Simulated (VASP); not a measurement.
# Si4W2Cl in VASP: relaxation of the atoms with PBE

Aim: the relaxation of the atoms of Si4W2Cl with PBE.

Program: VASP 6.6.1. These are calculated values, not measurements. Logs are shortened: lines on timing, memory, paths and dates and some standing lists are left out, and cuts for length are marked.

**1. The cell of the first run**

The cell holds a slab with vacuum, 7 atoms: a = 3.229 Å, b = 3.229 Å, c = 21.937 Å, α = 90.00°, β = 90.00°, γ = 90.00°.

**2. Relaxation of the atoms, PBE**

Contents of INCAR:

```
SYSTEM = Si4W2Cl
PREC = Accurate
ENCUT = 450
EDIFF = 1E-7
ISMEAR = 0
SIGMA = 0.1
LREAL = .FALSE.
LASPH = .TRUE.
NELM = 120
ALGO = Normal
ISIF = 2
LWAVE = .FALSE.
LCHARG = .FALSE.
LDIPOL = .TRUE.
IDIPOL = 3
DIPOL = 0.5 0.5 0.364
GGA = PE
IBRION = 2
NSW = 36
EDIFFG = -0.025
GGA_COMPAT = .FALSE.
NELMIN = 4
NELMDL = -8
```

Contents of KPOINTS:

```
regular mesh
0
G
  8 8 1
  0 0 0
```

Contents of POSCAR:

```
Si4W2Cl
1.0
    3.2292919632      0.0000000000      0.0000000000
    0.0000000000      3.2292919632      0.0000000000
    0.0000000000      0.0000000000     21.9372962356
Si W Cl
4 2 1
Selective dynamics
Direct
    0.0000000000      0.0000000000      0.1823378760  F F F
    0.0000000000      0.0000000000      0.3009901015  F F F
    0.5000000000      0.5000000000      0.3590107492  F F F
    0.5000000000      0.5000000000      0.4757786066  F F F
    0.5000000000      0.5000000000      0.2416639887  F F F
    0.0000000000      0.0000000000      0.4178382292  F F F
    0.5000000000      0.5000000000      0.5733293702  F F T
```

Potentials or basis: VASP PAW PBE potentials, release 64 (Si, W_sv, Cl).

On the command line:

```
$ cat potpaw_PBE.64/Si/POTCAR potpaw_PBE.64/W_sv/POTCAR potpaw_PBE.64/Cl/POTCAR > POTCAR
$ mpirun -np 1 vasp_std > vasp.out
```

OUTCAR:

```text
SYSTEM = Si4W2Cl
   PREC = Accurate
   ENCUT = 450
   EDIFF = 1E-7
   ISMEAR = 0
   LREAL = .FALSE.
   LASPH = .TRUE.
   NELM = 120
   ISIF = 2
   GGA = PE
   IBRION = 2
   NSW = 36
   EDIFFG = -0.025
   NELMIN = 4
   NELMDL = -8

 ion  position               nearest neighbor table
   1  0.000  0.000  0.182-   2 2.60   5 2.63   5 2.63   5 2.63   5 2.63
   2  0.000  0.000  0.301-   6 2.56   1 2.60   3 2.61   3 2.61   3 2.61   3 2.61   5 2.63   5 2.63
                             5 2.63   5 2.63
   3  0.500  0.500  0.359-   4 2.56   5 2.57   2 2.61   2 2.61   2 2.61   2 2.61   6 2.62   6 2.62
                             6 2.62   6 2.62
   4  0.500  0.500  0.476-   7 2.14   3 2.56   6 2.61   6 2.61   6 2.61   6 2.61
   5  0.500  0.500  0.242-   3 2.57   1 2.63   1 2.63   1 2.63   1 2.63   2 2.63   2 2.63   2 2.63
                             2 2.63
   6  0.000  0.000  0.418-   2 2.56   4 2.61   4 2.61   4 2.61   4 2.61   3 2.62   3 2.62   3 2.62
                             3 2.62
   7  0.500  0.500  0.573-   4 2.14

  LATTYP: Found a simple tetragonal cell.
 ALAT       =     3.2292919632
 C/A-ratio  =     6.7932216986

  Lattice vectors:

 A1 = (   3.2292919632,   0.0000000000,   0.0000000000)
 A2 = (   0.0000000000,   3.2292919632,   0.0000000000)
 A3 = (   0.0000000000,   0.0000000000,  21.9372962356)

Analysis of symmetry for initial positions (statically):
=====================================================================
 Subroutine PRICEL returns:
 Original cell was already a primitive cell.

 Routine SETGRP: Setting up the symmetry group for a
 simple tetragonal supercell.

 Subroutine GETGRP returns: Found  8 space group operations
 (whereof  8 operations were pure point group operations)
 out of a pool of 16 trial point group operations.

The static configuration has the point symmetry C_4v.

Analysis of symmetry for dynamics (positions and initial velocities):
=====================================================================
 Subroutine PRICEL returns:
 Original cell was already a primitive cell.

 Routine SETGRP: Setting up the symmetry group for a
 simple tetragonal supercell.

 Subroutine GETGRP returns: Found  8 space group operations
 (whereof  8 operations were pure point group operations)
 out of a pool of 16 trial point group operations.

The dynamic configuration has the point symmetry C_4v.

Analysis of constrained symmetry for selective dynamics:
=====================================================================
 Subroutine PRICEL returns:
 Original cell was already a primitive cell.

 Routine SETGRP: Setting up the symmetry group for a
 simple tetragonal supercell.

 Subroutine GETGRP returns: Found  8 space group operations
 (whereof  8 operations were pure point group operations)
 out of a pool of 16 trial point group operations.

The constrained configuration has the point symmetry C_4v.

 Subroutine INISYM returns: Found  8 space group operations
 (whereof  8 operations are pure point group operations),
 and found     1 'primitive' translations

----------------------------------------------------------------------------------------

                                     Primitive cell

  volume of cell :     228.7693

  direct lattice vectors                    reciprocal lattice vectors
     3.229291963  0.000000000  0.000000000     0.309665404  0.000000000  0.000000000
     0.000000000  3.229291963  0.000000000     0.000000000  0.309665404  0.000000000
     0.000000000  0.000000000 21.937296236     0.000000000  0.000000000  0.045584469

  length of vectors
     3.229291963  3.229291963 21.937296236     0.309665404  0.309665404  0.045584469

  position of ions in fractional coordinates (direct lattice)
     0.000000000  0.000000000  0.182337876
     0.000000000  0.000000000  0.300990101
     0.500000000  0.500000000  0.359010749
     0.500000000  0.500000000  0.475778607
     0.500000000  0.500000000  0.241663989
     0.000000000  0.000000000  0.417838229
     0.500000000  0.500000000  0.573329370

  ion indices of the primitive-cell ions
[... 23 lines left out ...]

  Length of vectors
     0.038708175  0.038708175  0.045584469

  Shift w.r.t. Gamma in fractional coordinates (k-lattice)
     0.000000000  0.000000000  0.000000000

 Subroutine IBZKPT returns following result:
 ===========================================

 Found     15 irreducible k-points:

 Following reciprocal coordinates:
            Coordinates               Weight
  0.000000  0.000000  0.000000      1.000000
  0.125000  0.000000  0.000000      4.000000
  0.250000  0.000000  0.000000      4.000000
  0.375000  0.000000  0.000000      4.000000
  0.500000  0.000000  0.000000      2.000000
  0.125000  0.125000  0.000000      4.000000
  0.250000  0.125000  0.000000      8.000000
  0.375000  0.125000  0.000000      8.000000
  0.500000  0.125000  0.000000      4.000000
  0.250000  0.250000  0.000000      4.000000
  0.375000  0.250000  0.000000      8.000000
  0.500000  0.250000  0.000000      4.000000
  0.375000  0.375000  0.000000      4.000000
  0.500000  0.375000  0.000000      4.000000
  0.500000  0.500000  0.000000      1.000000
   k-points           NKPTS =     15   k-points in BZ     NKDIM =     15   number of bands    NBANDS=     30
   number of dos      NEDOS =    301   number of ions     NIONS =      7
   total plane-waves  NPLWV =  92160
   dimension x,y,z NGX =    24 NGY =   24 NGZ =  160
   dimension x,y,z NGXF=    48 NGYF=   48 NGZF=  320
   ions per type =               4   2   1
   NGX,Y,Z   is equivalent  to a cutoff of  12.36, 12.36, 12.13 a.u.
   NGXF,Y,Z  is equivalent  to a cutoff of  24.71, 24.71, 24.25 a.u.
 SYSTEM =  Si4W2Cl
   PREC   = accura    normal or accurate (medium, high low for compatibility)
   ISTART =      0    job   : 0-new  1-cont  2-samecut
   ICHARG =      2    charge: 1-file 2-atom 10-const
   ISPIN  =      1    spin polarized calculation?
   LNONCOLLINEAR =      F non collinear calculations
   LSORBIT =      F    spin-orbit coupling
   LASPH  =      T    aspherical Exc in radial PAW
   ENCUT  =  450.0 eV  33.07 Ry    5.75 a.u.   5.59  5.59 37.94*2*pi/ulx,y,z
   NELM   =    120;   NELMIN=  4; NELMDL= -8     # of ELM steps
   EDIFF  = 0.1E-06   stopping-criterion for ELM
   LREAL  =      F    real-space projection
   EDIFFG = -.3E-01   stopping-criterion for IOM
   NSW    =     36    number of steps for IOM
   IBRION =      2    ionic relax: 0-MD 1-quasi-New 2-CG
   NFREE  =      1    steps in history (QN), initial steepest desc. (CG)
   ISIF   =      2    stress and relaxation
   ISYM   =      2    0-nonsym 1-usesym 2-fastsym
   POTIM  = 0.5000    time-step for ionic-motion
   TEBEG  =    0.0;   TEEND  =   0.0 temperature during run
   PSTRESS=    0.0 pullay stress
   NELECT =      51.0000    total number of electrons
   NUPDOWN=      -1.0000    fix difference up-down
   EMIN   =  10.00;   EMAX   =-10.00  energy-range for DOS
   EFERMI =   0.00;   METHOD = LEGACY
   ISMEAR =     0;   SIGMA  =   0.10  broadening in eV -4-tet -1-fermi 0-gaus
   EFERMI_NEDOS =   21; number of points for ismear=-14 and -15
   IALGO  =     38    algorithm
   IMIX   =      4    mixing-type and parameters
     AMIX     =   0.40;   BMIX     =  1.00
     AMIX_MAG =   1.60;   BMIX_MAG =  1.00
  volume/ion in A,a.u.               =      32.68       220.54
  Fermi-wavevector in a.u.,A,eV,Ry     =   0.992656  1.875849 13.406730  0.985367
  Thomas-Fermi vector in A             =   2.124484
   LORBIT       =      0    0 simple, 1 ext, 2 COOP (PROOUT), +10 PAW based schemes
   GGA     = PE    functional components
   LHFCALC =     F    Hartree Fock is set to
   AEXX    =    0.0000 exact exchange contribution
   IVDW    =     0    specifies the selected vdW correction
   LEPSILON=     F    determine dielectric tensor
   LRPA    =     F    only Hartree local field effects (RPA)
 conjugate gradient relaxation of ions
 non-spin polarized calculation
 Gauss-broadening in eV      SIGMA  =   0.10
  energy-cutoff  :      450.00
  volume of cell :      228.77
 maximum number of plane-waves:      4989
 NGX is ok and might be reduce to    24
   NGX = 11   NGY = 11   NGZ = 75

 dipolmoment           0.000000      0.000000     -0.063189 electrons x Angstroem

--------------------------------------- Ionic step        1  -------------------------------------------

 number of electron      50.9999997 magnetization

 Free energy of the ion-electron system (eV)
  ---------------------------------------------------
  ext. energy  EPLUGINS =         0.00000000
  ---------------------------------------------------
  free energy    TOTEN  =       -50.17669324 eV

  energy without entropy =      -50.14827495  energy(sigma->0) =      -50.16248409

------------------------ aborting loop because EDIFF is reached ----------------------------------------

  FORCE on cell =-STRESS in cart. coord.  units (eV):
  Direction    XX          YY          ZZ          XY          YZ          ZX
  --------------------------------------------------------------------------------------
  -------------------------------------------------------------------------------------
  Total       -0.3541151     -0.3541151     -2.5495882      0.0000000      0.0000000      0.0000000
  in kB       -2.4800323     -2.4800323    -17.8559475      0.0000000      0.0000000      0.0000000
  external PRESSURE =      -7.6053374 kB  Pullay stress =       0.0000000 kB
[... 69 lines left out ...]
--------------------------------------- Ionic step        3  -------------------------------------------

 number of electron      50.9999998 magnetization

 dipolmoment           0.000000      0.000000      0.055368 electrons x Angstroem

 Free energy of the ion-electron system (eV)
  ---------------------------------------------------
  ext. energy  EPLUGINS =         0.00000000
  ---------------------------------------------------
  free energy    TOTEN  =       -50.23289211 eV

  energy without entropy =      -50.20534268  energy(sigma->0) =      -50.21911739

 E-fermi :   1.8409     XC(G=0):  -6.1341

 val. band max:        1.8405532995   @ k =   0.2500   0.1250   0.0000
 cond. band min:       1.8418431821   @ k =   0.3750   0.0000   0.0000
 fundamental gap:      0.0012898826
 Fermi energy:         1.8408912305

 k-point     1 :       0.0000    0.0000    0.0000
  band No.  band energies     occupation
      1     -71.9710      2.00000
      2     -71.9287      2.00000
      3     -36.2113      2.00000
      4     -36.2015      2.00000
      5     -36.2015      2.00000
      6     -36.1881      2.00000
[... 484 lines left out ...]
     29       4.8378      0.00000
     30       4.9283      0.00000

------------------------ aborting loop because EDIFF is reached ----------------------------------------

 vacuum level on the upper side and lower side of the slab       (xc-potential included)         0.454        -0.476

  FORCE on cell =-STRESS in cart. coord.  units (eV):
  Direction    XX          YY          ZZ          XY          YZ          ZX
  --------------------------------------------------------------------------------------
  -------------------------------------------------------------------------------------
  Total       -0.4417013     -0.4417013      0.2043472      0.0000000      0.0000000      0.0000000
  in kB       -3.0934391     -3.0934391      1.4311384      0.0000000      0.0000000      0.0000000
  external PRESSURE =      -1.5852466 kB  Pullay stress =       0.0000000 kB
[... 22 lines left out ...]
  FREE ENERGIE OF THE ION-ELECTRON SYSTEM (eV)
  ---------------------------------------------------
  free  energy   TOTEN  =       -50.2328921121 eV

  energy  without entropy=      -50.2053426766  energy(sigma->0) =      -50.21911739

 reached required accuracy - stopping structural energy minimisation

 vacuum level on the upper side and lower side of the slab         7.177         6.220
```

It took 5.8 min on 1 thread of Intel Xeon Platinum 8488C (Sapphire Rapids), shared host; peak memory 0.33 GiB.

Results:

* Free energy: -50.2329 eV
* Energy gained by relaxing: 8.0 meV/atom
* Ionic steps: 3
* Band gap on the k mesh: zero (an odd number of electrons rules out a gap without spin polarisation)

The path:
| step | energy change (eV) | largest force on free atoms (eV/Å) | pressure (GPa) |
| --- | --- | --- | --- |
| 1 | 0.0000 | 1.2473 | -0.76 |
| 2 | -0.0511 | 0.4106 | -0.35 |
| 3 | -0.0562 | 0.0031 | -0.16 |

Final structure:
```
CELL_PARAMETERS angstrom
3.22929 0.00000 0.00000
0.00000 3.22929 0.00000
0.00000 0.00000 21.93730
ATOMIC_POSITIONS crystal
Si 0.00000 0.00000 0.18234
Si 0.00000 0.00000 0.30099
Si 0.50000 0.50000 0.35901
Si 0.50000 0.50000 0.47578
W 0.50000 0.50000 0.24166
W 0.00000 0.00000 0.41784
Cl 0.50000 0.50000 0.56947
```

Levels at points of the mesh, in eV from the Fermi level:
```tsv
k point	band 23	band 24	band 25	band 26	band 27	band 28	band 29	band 30
(0.00, 0.00, 0.00)	-0.58	-0.58	0.72	0.75	0.91	0.98	0.98	2.60
(0.50, 0.00, 0.00)	-1.69	-1.45	-0.29	-0.24	-0.14	2.66	2.72	3.07
(0.50, 0.50, 0.00)	-2.13	-1.96	-1.96	-0.32	0.88	1.94	3.00	3.09
```

Caveat: spin-orbit coupling is left out, which moves the levels of the heavy elements; an odd number of electrons without spin polarisation forces a metal; a magnetic or distorted state may lie lower.
